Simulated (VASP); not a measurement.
Write the native input for VASP 6.6.1 that does the following.

* Task: single point
* Functional: BLYP
* Potentials or basis: VASP PAW PBE potentials, release 64 (C)
* Cutoff: 520 eV
* k mesh: 19 × 19 × 19
* Occupations: fermi-dirac, width 0.1 eV
* Spin: no spin polarisation
* Dipole correction: no
* Further INCAR settings: ALGO = Normal; EDIFF = 1e-06; NBANDS = 8

The structure of C lies in POSCAR:

```
C
1.0
    1.7538112044      0.0000000000      0.0000000000
    0.0000000000      1.7538112044      0.0000000000
    0.0000000000      0.0000000000      1.7538112044
C
1
Direct
    0.0000000000      0.0000000000      0.0000000000
```

This cell differs from its parent crystal: volume scaled by 0.92.

One way to write it, as run:

INCAR

```
  AGGAC = 1.0
  AGGAX = 1.0
  ALDAC = 0.0
  ALDAX = 1.0
  ALGO = Normal
  EDIFF = 1E-6
  ENCUT = 520
  GGA = B5
  ISIF = 2
  ISMEAR = -1
  LASPH = T
  LCHARG = T
  LELF = T
  LREAL = F
  LVHAR = T
  LWAVE = F
  NBANDS = 8
  NELM = 100
  PREC = Accurate
  SIGMA = 0.1
```

KPOINTS

```
k-points
0
Gamma
  19 19 19
```

Potentials or basis: VASP PAW PBE potentials, release 64 (C).

The run is started by

```console
$ cat potpaw_PBE.64/C/POTCAR > POTCAR
$ mpirun -np 1 vasp_std > vasp.out
```

It gave:

* Pressure: 28.9 GPa
* Band gap on the k mesh: zero (band 2 reaches 21.18 eV, above the bottom of band 3 at 9.49 eV)

Caveat: the PAW data sets were made with another functional, which shifts forces and pressure a little.

Wall time 4.9 s on 1 thread of Intel Xeon 6975P-C (shared host), peak memory 0.11 GiB.
